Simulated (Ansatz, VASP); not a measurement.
Two plane-wave programs on Mg3I4F2

```
Mg I F
1.0
     6.86738    0.00000    0.00000
    -3.43369    5.94733    0.00000
     0.00000    0.00000    6.17192
Mg I F
3 4 2
Direct
  0.50000 0.00000 0.50000
  0.00000 0.50000 0.50000
  0.50000 0.50000 0.50000
  0.33333 0.66667 0.00000
  0.66667 0.33333 0.00000
  0.00000 0.00000 0.75318
  0.00000 0.00000 0.24682
  0.33333 0.66667 0.50000
  0.66667 0.33333 0.50000
```

Alike in both runs: task relaxation of cell and atoms; functional PBE; k mesh 3 × 3 × 4; occupations gaussian, width 0.1 eV; no spin polarisation.

```csv
,VASP,Ansatz
version,VASP 6.6.1,Ansatz 0.2.0
potentials or method,"VASP PAW PBE potentials, release 64 (Mg, I, F), cutoff 600 eV","scalar-relativistic, plane waves, PAW"
valence electrons in the cell,48,112
```

```csv
,VASP,Ansatz,Ansatz less VASP
"gap on the k mesh at the Fermi level, each at its own relaxed structure (eV)",none,none,-
relaxed volume (Å³/atom),28.25,28.31,+0.068
relaxed cell length with the largest relative difference (Å),6.760,6.771,+0.0107
```

A gap of «none» marks a metal or a gap that the smearing closes. VASP's potentials hold 48 valence electrons a cell and Ansatz's 112, so a difference there can come from the potentials and not from the codes.

Spin-orbit coupling is off throughout.
